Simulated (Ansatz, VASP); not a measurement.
# One calculation of ScTe3, two programs

```
Sc Te
1.0
     3.54743    6.14433    0.00000
    -3.54743    6.14433    0.00000
     0.00000   -4.09622    6.26799
Sc Te
2 6
Cartesian
  0.0000 0.0000 0.0000
  0.0000 4.0962 3.1340
  2.1329 3.6943 4.7010
  -0.7184 6.1443 4.7010
  -1.4145 2.4501 4.7010
  -2.1329 4.4982 1.5670
  0.7184 2.0481 1.5670
  1.4145 5.7424 1.5670
```

Alike in both runs: task single point; functional r2SCAN; k mesh 3 × 3 × 3; no spin polarisation.

```csv
,VASP,Ansatz
version,VASP 6.6.1,Ansatz 0.2.0
potentials or method,"VASP PAW PBE potentials, release 64 (Sc_sv, Te), cutoff 520 eV",PAW plane waves
occupations,"fermi-dirac, width 0.1 eV",fermi-dirac
valence electrons in the cell,58,118
```

Ansatz gave:

- gap on the k mesh at the Fermi level (eV): none
- pressure (GPa): 5.9
- traceless stress, the component that is largest in VASP (GPa): 0.74
- rms of the force components (eV/Å): 0.219

Q: Which values does VASP return?

A: gap on the k mesh at the Fermi level (eV): none; pressure (GPa): 6.0; traceless stress, the component that is largest in VASP (GPa): 0.73; rms of the force components (eV/Å): 0.223.

VASP's potentials were made for PBE, not for r2SCAN. Atom by atom the forces differ by 0.005 eV/Å (rms over components). A gap of «none» marks a metal or a gap that the smearing closes. VASP's potentials hold 58 valence electrons a cell and Ansatz's 118, so a difference there can come from the potentials and not from the codes. Ansatz's warnings: structure snapped to symmetry.

Neither program's run includes spin-orbit coupling.
